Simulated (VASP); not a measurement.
Set up this calculation in VASP 6.6.1, as the native input.

```
Task                   : single point
Functional             : PBE
Potentials or basis    : VASP PAW PBE potentials, release 64 (Si, C)
Cutoff                 : 520 eV
k mesh                 : 12 × 12 × 12
Occupations            : gaussian, width 0.05 eV
Spin                   : no spin polarisation
Dipole correction      : no
Further INCAR settings : ALGO = Normal; EDIFF = 1e-06; NBANDS = 11
```

The structure of SiC lies in POSCAR:

```
SiC
1.0
    0.0000000000      2.1740000000      2.1740000000
    2.1740000000      0.0000000000      2.1740000000
    2.1740000000      2.1740000000      0.0000000000
Si C
1 1
Direct
   -0.1034958602     -0.1034958602      0.0303132356
    0.7500000000      0.7500000000      0.7500000000
```

This cell differs from its parent crystal: atom 1 (Si) moved by (-0.225, -0.450) A along [1 1 0] and z.

These files were run (other wordings do the same):

INCAR

```
SYSTEM = SiC
PREC     = Accurate       ! precision mode
ENCUT    = 520            ! plane-wave cutoff, eV
EDIFF    = 1E-6           ! SCF threshold, eV
ISMEAR   = 0              ! smearing method
SIGMA    = 0.05           ! smearing width, eV
LREAL    = .False.        ! projectors in reciprocal space
LASPH    = .True.         ! aspherical terms in the spheres
NELM     = 100            ! most SCF steps
ALGO     = Normal         ! electronic algorithm
ISIF     = 2              ! what is computed and relaxed
LWAVE    = .False.        ! write WAVECAR
LCHARG   = .False.        ! write CHGCAR
GGA      = PE             ! functional
NBANDS   = 11             ! bands
```

KPOINTS

```
regular mesh
0
Gamma
  12 12 12
  0 0 0
```

Potentials or basis: VASP PAW PBE potentials, release 64 (Si, C).

Run with:

```sh
$ cat potpaw_PBE.64/Si/POTCAR potpaw_PBE.64/C/POTCAR > POTCAR
$ mpirun -np 1 vasp_std > vasp.out
```

It gave:

```json
{
  "Pressure": "49.9 GPa",
  "Largest force": "18.714 eV/Å",
  "Band gap on the k mesh": "zero (band 4 reaches 9.07 eV, above the bottom of band 5 at 8.78 eV)"
}
```

Caveat: the cell differs from its parent crystal (atom 1 (Si) moved by (-0.225, -0.450) A along [1 1 0] and z); forces of over 1 eV/Å act on the atoms, so gaps and moduli don't describe the material at rest.

Run time: 57 s on 1 thread of Intel(R) Xeon(R) Platinum 8259CL CPU @ 2.50GHz (Skylake/Cascade Lake) (shared host), peak memory 0.22 GiB.
